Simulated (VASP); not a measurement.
# Sr (I4_1/amd) in VASP: a series of runs, part 2 of 3

VASP 6.6.1. Earlier steps stand in the parts before.

## (3) Single point, PBEsol

INCAR reads:

```
  PREC = Accurate
  ENCUT = 520
  EDIFF = 1E-6
  ISMEAR = 1
  SIGMA = 0.1
  LREAL = False
  LASPH = True
  NELM = 60
  ALGO = Normal
  ISIF = 2
  LWAVE = False
  LCHARG = False
  GGA = PS
  NBANDS = 17
```

KPOINTS reads:

```
regular mesh
0
Gamma
  6 6 6
```

POSCAR reads:

```
Sr
1.0
   -3.7063582800      3.7063582800      2.0208764700
    3.7063582800     -3.7063582800      2.0208764700
    3.7063582800      3.7063582800     -2.0208764700
Sr
2
Direct
    0.7500000000      0.2500000000      0.5000000000
    0.0000000000      0.0000000000      0.0000000000
```

Potentials or basis: VASP PAW PBE potentials, release 64 (Sr_sv).

Command:

```sh
> cat potpaw_PBE.64/Sr_sv/POTCAR > POTCAR
> mpirun -np 1 vasp_std > vasp.out
```

OUTCAR:

```text
PREC = Accurate
   ENCUT = 520
   EDIFF = 1E-6
   ISMEAR = 1
   LREAL = False
   LASPH = True
   NELM = 60
   ISIF = 2
   GGA = PS

 ion  position               nearest neighbor table
   1  0.750  0.250  0.500-   2 3.84   2 3.84   2 3.84   2 3.84   2 4.79   2 4.79   2 4.79   2 4.79

   2  0.000  0.000  0.000-   1 3.84   1 3.84   1 3.84   1 3.84   1 4.79   1 4.79   1 4.79   1 4.79

  LATTYP: Found a body centered tetragonal cell.
 ALAT       =     7.4127165600
 C/A-ratio  =     0.5452458498

  Lattice vectors:

 A1 = (  -3.7063582800,   3.7063582800,   2.0208764700)
 A2 = (   3.7063582800,  -3.7063582800,   2.0208764700)
 A3 = (   3.7063582800,   3.7063582800,  -2.0208764700)

Analysis of symmetry for initial positions (statically):
=====================================================================
 Subroutine PRICEL returns:
 Original cell was already a primitive cell.

 Routine SETGRP: Setting up the symmetry group for a
 body centered tetragonal supercell.

 Subroutine GETGRP returns: Found 16 space group operations
 (whereof  8 operations were pure point group operations)
 out of a pool of 16 trial point group operations.

The static configuration has the point symmetry D_2d.
 The point group associated with its full space group is D_4h.

Analysis of symmetry for dynamics (positions and initial velocities):
=====================================================================
 Subroutine PRICEL returns:
 Original cell was already a primitive cell.

 Routine SETGRP: Setting up the symmetry group for a
 body centered tetragonal supercell.

 Subroutine GETGRP returns: Found 16 space group operations
 (whereof  8 operations were pure point group operations)
 out of a pool of 16 trial point group operations.

The dynamic configuration has the point symmetry D_2d.
 The point group associated with its full space group is D_4h.

 Subroutine INISYM returns: Found 16 space group operations
 (whereof  8 operations are pure point group operations),
 and found     1 'primitive' translations

----------------------------------------------------------------------------------------

                                     Primitive cell

  volume of cell :     111.0439

  direct lattice vectors                    reciprocal lattice vectors
    -3.706358280  3.706358280  2.020876470     0.000000000  0.134903310  0.247417399
     3.706358280 -3.706358280  2.020876470     0.134903310  0.000000000  0.247417399
     3.706358280  3.706358280 -2.020876470     0.134903310  0.134903310  0.000000000

  length of vectors
     5.617661890  5.617661890  5.617661890     0.281805380  0.281805380  0.190782091

  position of ions in fractional coordinates (direct lattice)
     0.750000000  0.250000000  0.500000000
     0.000000000  0.000000000  0.000000000

  ion indices of the primitive-cell ions
   primitive index   ion index
                 1           1
                 2           2

----------------------------------------------------------------------------------------

 KPOINTS: regular mesh

Automatic generation of k-mesh.
 Grid dimensions read from file:
 generate k-points for:    6    6    6

 Generating k-lattice:

  Cartesian coordinates                     Fractional coordinates (reciprocal lattice)
     0.000000000  0.022483885  0.041236233     0.166666667  0.000000000  0.000000000
     0.022483885  0.000000000  0.041236233     0.000000000  0.166666667  0.000000000
     0.022483885  0.022483885  0.000000000     0.000000000  0.000000000  0.166666667

  Length of vectors
     0.046967563  0.046967563  0.031797015

  Shift w.r.t. Gamma in fractional coordinates (k-lattice)
     0.000000000  0.000000000  0.000000000

 Subroutine IBZKPT returns following result:
 ===========================================

 Found     30 irreducible k-points:

 Following reciprocal coordinates:
            Coordinates               Weight
  0.000000  0.000000  0.000000      1.000000
  0.166667  0.000000 -0.000000      8.000000
  0.333333  0.000000 -0.000000      8.000000
  0.500000  0.000000 -0.000000      4.000000
  0.166667  0.166667 -0.000000      8.000000
  0.333333  0.166667 -0.000000     16.000000
[... 16 lines left out ...]
 -0.333333 -0.333333  0.166667      8.000000
 -0.166667 -0.333333  0.166667      8.000000
 [... further k-points ...]
   k-points           NKPTS =     30   k-points in BZ     NKDIM =     30   number of bands    NBANDS=     17
   number of dos      NEDOS =    301   number of ions     NIONS =      2
   total plane-waves  NPLWV =  74088
   dimension x,y,z NGX =    42 NGY =   42 NGZ =   42
   dimension x,y,z NGXF=    84 NGYF=   84 NGZF=   84
   ions per type =               2
   NGX,Y,Z   is equivalent  to a cutoff of  12.43, 12.43, 12.43 a.u.
   NGXF,Y,Z  is equivalent  to a cutoff of  24.86, 24.86, 24.86 a.u.
 SYSTEM =  unknown system
   PREC   = accura    normal or accurate (medium, high low for compatibility)
   ISTART =      0    job   : 0-new  1-cont  2-samecut
   ICHARG =      2    charge: 1-file 2-atom 10-const
   ISPIN  =      1    spin polarized calculation?
   LNONCOLLINEAR =      F non collinear calculations
   LSORBIT =      F    spin-orbit coupling
   LASPH  =      T    aspherical Exc in radial PAW
   ENCUT  =  520.0 eV  38.22 Ry    6.18 a.u.  10.45 10.45 10.45*2*pi/ulx,y,z
   NELM   =     60;   NELMIN=  2; NELMDL= -5     # of ELM steps
   EDIFF  = 0.1E-05   stopping-criterion for ELM
   LREAL  =      F    real-space projection
   EDIFFG = 0.1E-04   stopping-criterion for IOM
   NSW    =      0    number of steps for IOM
   IBRION =     -1    ionic relax: 0-MD 1-quasi-New 2-CG
   NFREE  =      0    steps in history (QN), initial steepest desc. (CG)
   ISIF   =      2    stress and relaxation
   ISYM   =      2    0-nonsym 1-usesym 2-fastsym
   POTIM  = 0.5000    time-step for ionic-motion
   TEBEG  =    0.0;   TEEND  =   0.0 temperature during run
   PSTRESS=    0.0 pullay stress
   NELECT =      20.0000    total number of electrons
   NUPDOWN=      -1.0000    fix difference up-down
   EMIN   =  10.00;   EMAX   =-10.00  energy-range for DOS
   EFERMI =   0.00;   METHOD = LEGACY
   ISMEAR =     1;   SIGMA  =   0.10  broadening in eV -4-tet -1-fermi 0-gaus
   EFERMI_NEDOS =   21; number of points for ismear=-14 and -15
   IALGO  =     38    algorithm
   IMIX   =      4    mixing-type and parameters
     AMIX     =   0.40;   BMIX     =  1.00
     AMIX_MAG =   1.60;   BMIX_MAG =  1.00
  volume/ion in A,a.u.               =      55.52       374.68
  Fermi-wavevector in a.u.,A,eV,Ry     =   0.924528  1.747104 11.629602  0.854752
  Thomas-Fermi vector in A             =   2.050283
   LORBIT       =      0    0 simple, 1 ext, 2 COOP (PROOUT), +10 PAW based schemes
   GGA     = PS    functional components
   LHFCALC =     F    Hartree Fock is set to
   AEXX    =    0.0000 exact exchange contribution
   IVDW    =     0    specifies the selected vdW correction
   LEPSILON=     F    determine dielectric tensor
   LRPA    =     F    only Hartree local field effects (RPA)
 non-spin polarized calculation
 Methfessel and Paxton  Order N= 1 SIGMA  =   0.10
  energy-cutoff  :      520.00
  volume of cell :      111.04
 maximum number of plane-waves:      3035
 NGX is ok and might be reduce to    42
   NGX = 21   NGY = 21   NGZ = 21

 number of electron      20.0000001 magnetization

 Free energy of the ion-electron system (eV)
  ---------------------------------------------------
  ext. energy  EPLUGINS =         0.00000000
  ---------------------------------------------------
  free energy    TOTEN  =        -3.14779346 eV

  energy without entropy =       -3.14806075  energy(sigma->0) =       -3.14788255

 E-fermi :   1.3114     XC(G=0):  -7.3955

 val. band max:        1.3068033223   @ k =   0.5000   0.0000  -0.0000
 cond. band min:       1.3445933899   @ k =   0.3333   0.1667  -0.0000
 fundamental gap:      0.0377900677
 Fermi energy:         1.3114476904

 k-point     1 :       0.0000    0.0000    0.0000
  band No.  band energies     occupation
      1     -35.3024      2.00000
      2     -35.2640      2.00000
      3     -17.4053      2.00000
      4     -17.4053      2.00000
      5     -17.1971      2.00000
      6     -17.1933      2.00000
[... 9 lines left out ...]
     16       4.8648      0.00000
     17       4.8680      0.00000
[... 443 lines left out ...]
      1     -35.2850      2.00000
      2     -35.2619      2.00000
      3     -17.4023      2.00000
      4     -17.3904      2.00000
      5     -17.3640      2.00000
      6     -17.3514      2.00000
[... 9 lines left out ...]
     16       3.6346      0.00000
     17       5.2903      0.00000

 [... further k-points ...]

------------------------ aborting loop because EDIFF is reached ----------------------------------------

  FORCE on cell =-STRESS in cart. coord.  units (eV):
  Direction    XX          YY          ZZ          XY          YZ          ZX
  --------------------------------------------------------------------------------------
  -------------------------------------------------------------------------------------
  Total       -0.3288757     -0.3288757     -0.5207319      0.0000000      0.0000000      0.0000000
  in kB       -4.7451268     -4.7451268     -7.5132912      0.0000000      0.0000000      0.0000000
  external PRESSURE =      -5.6678483 kB  Pullay stress =       0.0000000 kB

 VOLUME and BASIS-vectors are now :
 -----------------------------------------------------------------------------
  energy-cutoff  :      520.00
  volume of cell :      111.04
      direct lattice vectors                 reciprocal lattice vectors
    -3.706358280  3.706358280  2.020876470     0.000000000  0.134903310  0.247417399
     3.706358280 -3.706358280  2.020876470     0.134903310  0.000000000  0.247417399
     3.706358280  3.706358280 -2.020876470     0.134903310  0.134903310  0.000000000

 POSITION                                       TOTAL-FORCE (eV/Angst)
 -----------------------------------------------------------------------------------
      0.00000      3.70636      1.01044        -0.000000      0.000000      0.000000
      0.00000      0.00000      0.00000         0.000000     -0.000000     -0.000000
 -----------------------------------------------------------------------------------
    total drift:                               -0.000000     -0.000000      0.000000

  FREE ENERGIE OF THE ION-ELECTRON SYSTEM (eV)
  ---------------------------------------------------
  free  energy   TOTEN  =        -3.1477934558 eV

  energy  without entropy=       -3.1480607456  energy(sigma->0) =       -3.14788255
```

stdout:

```text
POSCAR found type information on POSCAR Sr
 POSCAR found :  1 types and       2 ions
 scaLAPACK will be used
 -----------------------------------------------------------------------------
|                                                                             |
|                                                                             |
|     You enforced a specific xc type in the INCAR file but a different       |
|     I HOPE YOU KNOW WHAT YOU ARE DOING!                                     |
|                                                                             |
 -----------------------------------------------------------------------------

 LDA part: xc-table for (Slater+PW92), standard interpolation
 POSCAR, INCAR and KPOINTS ok, starting setup
 FFT: planning ... GRIDC
 FFT: planning ... GRID_SOFT
 FFT: planning ... GRID
 WAVECAR not read
 entering main loop
```

Wall time 49 s (1 thread of Intel Xeon Platinum 8259CL at 2.50GHz (Skylake/Cascade Lake), shared host); peak memory 0.26 GiB.

Results:

```
Free energy            : -3.1478 eV
Pressure               : -0.6 GPa
Band gap on the k mesh : zero (band 10 reaches 1.82 eV, above the bottom of band 11 at 1.22 eV)
```

Levels at points of the mesh, in eV from the Fermi level:
| k point | band 8 | band 9 | band 10 | band 11 | band 12 | band 13 |
| --- | --- | --- | --- | --- | --- | --- |
| (0.00, 0.00, 0.00) | -18.48 | -3.46 | -0.31 | 0.65 | 1.09 | 1.71 |
| (0.50, 0.00, 0.00) | -18.46 | -0.83 | -0.05 | 0.00 | 1.05 | 1.28 |
| (0.50, 0.50, 0.00) | -18.49 | -1.86 | -1.86 | 1.09 | 1.09 | 1.60 |
| (0.50, 0.50, 0.50) | -18.45 | -1.15 | -1.15 | -0.03 | -0.03 | 1.66 |

Caveat: the PAW data sets were made with another functional, which shifts forces and pressure a little.

[end of part 2 of 3]
